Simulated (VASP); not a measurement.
# Ag8I7 (a cell with a defect) in VASP: single point with PBE

Aim: the single point of Ag8I7 (a cell with a defect) with PBE.

Program: VASP 6.6.1. These are calculated values, not measurements. Logs are shortened: lines on timing, memory, paths and dates and some standing lists are left out, and cuts for length are marked.

## Step 1: The cell of the first run

The cell holds a defect, 15 atoms: a = 8.709 Å, b = 8.709 Å, c = 8.709 Å, α = 60.00°, β = 60.00°, γ = 60.00°.

## Step 2: Single point, PBE (atoms taken out, then relaxed in part)

INCAR reads:

```
SYSTEM = Ag8I7
ALGO = Normal
EDIFF = 1E-6
ENCUT = 400
GGA = PE
GGA_COMPAT = .False.
ISIF = 2
ISMEAR = 0
LASPH = .True.
LCHARG = .False.
LREAL = .False.
LWAVE = .False.
NBANDS = 82
NELECT = 136.0
NELM = 120
PREC = Accurate
SIGMA = 0.05
```

KPOINTS reads:

```
k-points
0
Gamma
  4 4 4
  0 0 0
```

POSCAR reads:

```
Ag8I7
1.0
    0.0000000000      6.1585364674     -6.1585364674
    6.1585364674      6.1585364674      0.0000000000
    6.1585364674      0.0000000000     -6.1585364674
Ag I
8 7
Direct
    0.5115745976      0.5115745976     -0.0115745976
    0.5115745976     -0.0115745976     -0.0115745976
    0.9884254024      0.5115745976     -0.0115745976
    1.0000000000      0.0000000000      0.0000000000
    0.5000000000      0.5000000000      0.5000000000
    0.5115745976     -0.0115745976      0.5115745976
    0.9884254024      0.5115745976      0.5115745976
    0.9884254024     -0.0115745976      0.5115745976
    0.2500000000     -0.2500000000      0.2500000000
    0.7500000000      0.7500000000      0.2500000000
    0.7500000000      0.2500000000      0.2500000000
    0.2500000000      0.7500000000      0.7500000000
    0.2500000000      0.2500000000      0.7500000000
    0.7500000000      0.7500000000      0.7500000000
    0.7500000000      0.2500000000      0.7500000000
```

Potentials or basis: VASP PAW PBE potentials, release 64 (Ag, I).

Command:

```sh
$ cat potpaw_PBE.64/Ag/POTCAR potpaw_PBE.64/I/POTCAR > POTCAR
$ mpirun -np 1 vasp_std > vasp.out
```

OUTCAR:

```text
SYSTEM = Ag8I7
   EDIFF = 1E-6
   ENCUT = 400
   GGA = PE
   ISIF = 2
   ISMEAR = 0
   LASPH = .True.
   LREAL = .False.
   NELECT = 136.0
   NELM = 120
   PREC = Accurate

 ion  position               nearest neighbor table
   1  0.512  0.512  0.988-  14 2.94  11 3.08  12 3.08   9 3.08  15 3.08
   2  0.512  0.988  0.988-  14 2.94  10 3.08  13 3.08   9 3.08  15 3.08
   3  0.988  0.512  0.988-  14 2.94  11 3.08  12 3.08  13 3.08  10 3.08
   4  0.000  0.000  0.000-   9 3.08  10 3.08  11 3.08  12 3.08  13 3.08  15 3.08
   5  0.500  0.500  0.500-   9 3.08  10 3.08  11 3.08  12 3.08  13 3.08  15 3.08
   6  0.512  0.988  0.512-  14 2.94  11 3.08  12 3.08  13 3.08  10 3.08
   7  0.988  0.512  0.512-  14 2.94  10 3.08  13 3.08   9 3.08  15 3.08
   8  0.988  0.988  0.512-  14 2.94  11 3.08  12 3.08   9 3.08  15 3.08
   9  0.250  0.750  0.250-   4 3.08   5 3.08   1 3.08   2 3.08   7 3.08   8 3.08
  10  0.750  0.750  0.250-   4 3.08   5 3.08   2 3.08   3 3.08   6 3.08   7 3.08
  11  0.750  0.250  0.250-   4 3.08   5 3.08   1 3.08   3 3.08   6 3.08   8 3.08
  12  0.250  0.750  0.750-   4 3.08   5 3.08   1 3.08   3 3.08   6 3.08   8 3.08
  13  0.250  0.250  0.750-   4 3.08   5 3.08   2 3.08   3 3.08   6 3.08   7 3.08
  14  0.750  0.750  0.750-   1 2.94   2 2.94   3 2.94   6 2.94   7 2.94   8 2.94
  15  0.750  0.250  0.750-   4 3.08   5 3.08   1 3.08   2 3.08   7 3.08   8 3.08

  LATTYP: Found a face centered cubic cell.
 ALAT       =    12.3170729348

  Lattice vectors:

 A1 = (   0.0000000000,   6.1585364674,  -6.1585364674)
 A2 = (   6.1585364674,   6.1585364674,   0.0000000000)
 A3 = (   6.1585364674,   0.0000000000,  -6.1585364674)

Analysis of symmetry for initial positions (statically):
=====================================================================
 Subroutine PRICEL returns:
 Original cell was already a primitive cell.

 Routine SETGRP: Setting up the symmetry group for a
 face centered cubic supercell.

 Subroutine GETGRP returns: Found 48 space group operations
 (whereof 24 operations were pure point group operations)
 out of a pool of 48 trial point group operations.

The static configuration has the point symmetry T_d .
 The point group associated with its full space group is O_h .

Analysis of symmetry for dynamics (positions and initial velocities):
=====================================================================
 Subroutine PRICEL returns:
 Original cell was already a primitive cell.

 Routine SETGRP: Setting up the symmetry group for a
 face centered cubic supercell.

 Subroutine GETGRP returns: Found 48 space group operations
 (whereof 24 operations were pure point group operations)
 out of a pool of 48 trial point group operations.

The dynamic configuration has the point symmetry T_d .
 The point group associated with its full space group is O_h .

 Subroutine INISYM returns: Found 48 space group operations
 (whereof 24 operations are pure point group operations),
 and found     1 'primitive' translations

----------------------------------------------------------------------------------------

                                     Primitive cell

  volume of cell :     467.1567

  direct lattice vectors                    reciprocal lattice vectors
     0.000000000  6.158536467 -6.158536467    -0.081188120  0.081188120 -0.081188120
     6.158536467  6.158536467  0.000000000     0.081188120  0.081188120  0.081188120
     6.158536467  0.000000000 -6.158536467     0.081188120 -0.081188120 -0.081188120

  length of vectors
     8.709485797  8.709485797  8.709485797     0.140621949  0.140621949  0.140621949

  position of ions in fractional coordinates (direct lattice)
     0.511574598  0.511574598  0.988425402
     0.511574598  0.988425402  0.988425402
     0.988425402  0.511574598  0.988425402
     0.000000000  0.000000000  0.000000000
     0.500000000  0.500000000  0.500000000
     0.511574598  0.988425402  0.511574598
     0.988425402  0.511574598  0.511574598
     0.988425402  0.988425402  0.511574598
     0.250000000  0.750000000  0.250000000
     0.750000000  0.750000000  0.250000000
     0.750000000  0.250000000  0.250000000
     0.250000000  0.750000000  0.750000000
     0.250000000  0.250000000  0.750000000
     0.750000000  0.750000000  0.750000000
     0.750000000  0.250000000  0.750000000

  ion indices of the primitive-cell ions
   primitive index   ion index
                 1           1
                 2           2
                 3           3
                 4           4
                 5           5
                 6           6
                 7           7
                 8           8
                 9           9
                10          10
                11          11
                12          12
                13          13
                14          14
                15          15

----------------------------------------------------------------------------------------

 KPOINTS: k-points

Automatic generation of k-mesh.
 Grid dimensions read from file:
 generate k-points for:    4    4    4

 Generating k-lattice:

  Cartesian coordinates                     Fractional coordinates (reciprocal lattice)
    -0.020297030  0.020297030 -0.020297030     0.250000000  0.000000000  0.000000000
     0.020297030  0.020297030  0.020297030     0.000000000  0.250000000  0.000000000
     0.020297030 -0.020297030 -0.020297030     0.000000000  0.000000000  0.250000000

  Length of vectors
     0.035155487  0.035155487  0.035155487

  Shift w.r.t. Gamma in fractional coordinates (k-lattice)
     0.000000000  0.000000000  0.000000000

 Subroutine IBZKPT returns following result:
 ===========================================

 Found      8 irreducible k-points:

 Following reciprocal coordinates:
            Coordinates               Weight
  0.000000  0.000000  0.000000      1.000000
  0.250000  0.000000  0.000000      8.000000
  0.500000  0.000000  0.000000      4.000000
  0.250000  0.250000  0.000000      6.000000
  0.500000  0.250000  0.000000     24.000000
 -0.250000  0.250000  0.000000     12.000000
  0.500000  0.500000  0.000000      3.000000
 -0.250000  0.500000  0.250000      6.000000
   k-points           NKPTS =      8   k-points in BZ     NKDIM =      8   number of bands    NBANDS=     82
   number of dos      NEDOS =    301   number of ions     NIONS =     15
   total plane-waves  NPLWV = 216000
   dimension x,y,z NGX =    60 NGY =   60 NGZ =   60
   dimension x,y,z NGXF=   120 NGYF=  120 NGZF=  120
   ions per type =               8   7
   NGX,Y,Z   is equivalent  to a cutoff of  11.45, 11.45, 11.45 a.u.
   NGXF,Y,Z  is equivalent  to a cutoff of  22.91, 22.91, 22.91 a.u.
 SYSTEM =  Ag8I7
   PREC   = accura    normal or accurate (medium, high low for compatibility)
   ISTART =      0    job   : 0-new  1-cont  2-samecut
   ICHARG =      2    charge: 1-file 2-atom 10-const
   ISPIN  =      1    spin polarized calculation?
   LNONCOLLINEAR =      F non collinear calculations
   LSORBIT =      F    spin-orbit coupling
   LASPH  =      T    aspherical Exc in radial PAW
   ENCUT  =  400.0 eV  29.40 Ry    5.42 a.u.  14.20 14.20 14.20*2*pi/ulx,y,z
   NELM   =    120;   NELMIN=  2; NELMDL= -5     # of ELM steps
   EDIFF  = 0.1E-05   stopping-criterion for ELM
   LREAL  =      F    real-space projection
   EDIFFG = 0.1E-04   stopping-criterion for IOM
   NSW    =      0    number of steps for IOM
   IBRION =     -1    ionic relax: 0-MD 1-quasi-New 2-CG
   NFREE  =      0    steps in history (QN), initial steepest desc. (CG)
   ISIF   =      2    stress and relaxation
   ISYM   =      2    0-nonsym 1-usesym 2-fastsym
   POTIM  = 0.5000    time-step for ionic-motion
   TEBEG  =    0.0;   TEEND  =   0.0 temperature during run
   PSTRESS=    0.0 pullay stress
   NELECT =     136.0000    total number of electrons
   NUPDOWN=      -1.0000    fix difference up-down
   EMIN   =  10.00;   EMAX   =-10.00  energy-range for DOS
   EFERMI =   0.00;   METHOD = LEGACY
   ISMEAR =     0;   SIGMA  =   0.05  broadening in eV -4-tet -1-fermi 0-gaus
   EFERMI_NEDOS =   21; number of points for ismear=-14 and -15
   IALGO  =     38    algorithm
   IMIX   =      4    mixing-type and parameters
     AMIX     =   0.40;   BMIX     =  1.00
     AMIX_MAG =   1.60;   BMIX_MAG =  1.00
  volume/ion in A,a.u.               =      31.14       210.17
  Fermi-wavevector in a.u.,A,eV,Ry     =   1.085010  2.050371 16.017405  1.177246
  Thomas-Fermi vector in A             =   2.221113
   LORBIT       =      0    0 simple, 1 ext, 2 COOP (PROOUT), +10 PAW based schemes
   GGA     = PE    functional components
   LHFCALC =     F    Hartree Fock is set to
   AEXX    =    0.0000 exact exchange contribution
   IVDW    =     0    specifies the selected vdW correction
   LEPSILON=     F    determine dielectric tensor
   LRPA    =     F    only Hartree local field effects (RPA)
 non-spin polarized calculation
 Gauss-broadening in eV      SIGMA  =   0.05
  energy-cutoff  :      400.00
  volume of cell :      467.16
 maximum number of plane-waves:      8516
 NGX is ok and might be reduce to    60
   NGX = 29   NGY = 29   NGZ = 29

 number of electron     135.9999988 magnetization

 Free energy of the ion-electron system (eV)
  ---------------------------------------------------
  ext. energy  EPLUGINS =         0.00000000
  ---------------------------------------------------
  free energy    TOTEN  =       -38.09634996 eV

  energy without entropy =      -38.09634881  energy(sigma->0) =      -38.09634939

 E-fermi :   4.1115     XC(G=0):  -8.9574

 val. band max:        3.9762432350   @ k =   0.0000   0.0000   0.0000
 cond. band min:       4.2405315732   @ k =   0.0000   0.0000   0.0000
 fundamental gap:      0.2642883382
 Fermi energy:         4.1114754125

 k-point     1 :       0.0000    0.0000    0.0000
  band No.  band energies     occupation
      1      -8.9465      2.00000
      2      -8.5698      2.00000
      3      -8.3340      2.00000
      4      -8.3340      2.00000
      5      -8.3340      2.00000
      6      -8.2809      2.00000
[... 72 lines left out ...]
     79       8.7721      0.00000
     80       9.3434      0.00000

 k-point     2 :       0.2500    0.0000    0.0000
  band No.  band energies     occupation
      1      -8.9031      2.00000
      2      -8.5659      2.00000
      3      -8.3965      2.00000
      4      -8.3269      2.00000
      5      -8.3269      2.00000
      6      -8.2895      2.00000
[... 72 lines left out ...]
     79       8.4590      0.00000
     80       9.1084      0.00000
[... 413 lines left out ...]
     79       8.4406      0.00000
     80       8.9616      0.00000

 k-point     8 :      -0.2500    0.5000    0.2500
  band No.  band energies     occupation
      1      -8.8189      2.00000
      2      -8.5040      2.00000
      3      -8.5040      2.00000
      4      -8.3928      2.00000
      5      -8.3583      2.00000
      6      -8.2746      2.00000
[... 72 lines left out ...]
     79       9.0735      0.00000
     80       9.0735      0.00000
 [bands above 80 left out]

------------------------ aborting loop because EDIFF is reached ----------------------------------------

  FORCE on cell =-STRESS in cart. coord.  units (eV):
  Direction    XX          YY          ZZ          XY          YZ          ZX
  --------------------------------------------------------------------------------------
  -------------------------------------------------------------------------------------
  Total      -11.0600363    -11.0600363    -11.0600363      0.0000000      0.0000000      0.0000000
  in kB      -37.9318990    -37.9318990    -37.9318990      0.0000000      0.0000000      0.0000000
  external PRESSURE =     -37.9318990 kB  Pullay stress =       0.0000000 kB

 VOLUME and BASIS-vectors are now :
 -----------------------------------------------------------------------------
  energy-cutoff  :      400.00
  volume of cell :      467.16
      direct lattice vectors                 reciprocal lattice vectors
     0.000000000  6.158536467 -6.158536467    -0.081188120  0.081188120 -0.081188120
     6.158536467  6.158536467  0.000000000     0.081188120  0.081188120  0.081188120
     6.158536467  0.000000000 -6.158536467     0.081188120 -0.081188120 -0.081188120

 POSITION                                       TOTAL-FORCE (eV/Angst)
 -----------------------------------------------------------------------------------
      9.23780      6.30110     -9.23780        -0.000000      0.016332      0.000000
     12.17451      9.23780     -9.23780        -0.016332     -0.000000      0.000000
      9.23780      9.23780    -12.17451        -0.000000     -0.000000      0.016332
      0.00000      0.00000      0.00000        -0.000000     -0.000000      0.000000
      6.15854      6.15854     -6.15854        -0.000000     -0.000000      0.000000
      9.23780      9.23780     -6.30110        -0.000000     -0.000000     -0.016332
      6.30110      9.23780     -9.23780         0.016332     -0.000000      0.000000
      9.23780     12.17451     -9.23780        -0.000000     -0.016332      0.000000
      6.15854      6.15854     -3.07927        -0.000000     -0.000000      0.000000
      6.15854      9.23780     -6.15854        -0.000000     -0.000000      0.000000
      3.07927      6.15854     -6.15854        -0.000000     -0.000000      0.000000
      9.23780      6.15854     -6.15854        -0.000000     -0.000000      0.000000
      6.15854      3.07927     -6.15854        -0.000000     -0.000000      0.000000
      9.23780      9.23780     -9.23780        -0.000000     -0.000000      0.000000
      6.15854      6.15854     -9.23780        -0.000000     -0.000000      0.000000
 -----------------------------------------------------------------------------------
    total drift:                                0.000000      0.000000     -0.000000

  FREE ENERGIE OF THE ION-ELECTRON SYSTEM (eV)
  ---------------------------------------------------
  free  energy   TOTEN  =       -38.0963499638 eV

  energy  without entropy=      -38.0963488125  energy(sigma->0) =      -38.09634939
```

Run time: 13 min. Hardware: 1 thread of AMD EPYC, shared host; peak memory 0.53 GiB.

What came out:

| Property | Result |
| --- | --- |
| Free energy | -38.0963 eV |
| Largest force | 0.016 eV/Å |

Forces in eV/Å, atoms in the order of the input:
```
Ag   0.000  0.016  0.000
Ag  -0.016  0.000  0.000
Ag   0.000  0.000  0.016
Ag   0.000  0.000  0.000
Ag   0.000  0.000  0.000
Ag   0.000  0.000 -0.016
Ag   0.016  0.000  0.000
Ag   0.000 -0.016  0.000
I    0.000  0.000  0.000
I    0.000  0.000  0.000
I    0.000  0.000  0.000
I    0.000  0.000  0.000
I    0.000  0.000  0.000
I    0.000  0.000  0.000
I    0.000  0.000  0.000
```

Caveat: the cell carries a net charge on a neutralising background, which shifts energy and pressure; the cell differs from its parent crystal (atoms taken out, then relaxed in part); the cell is charged against a uniform background, so pressure and absolute levels hang on convention; spin-orbit coupling is left out, which moves the levels of the heavy elements.
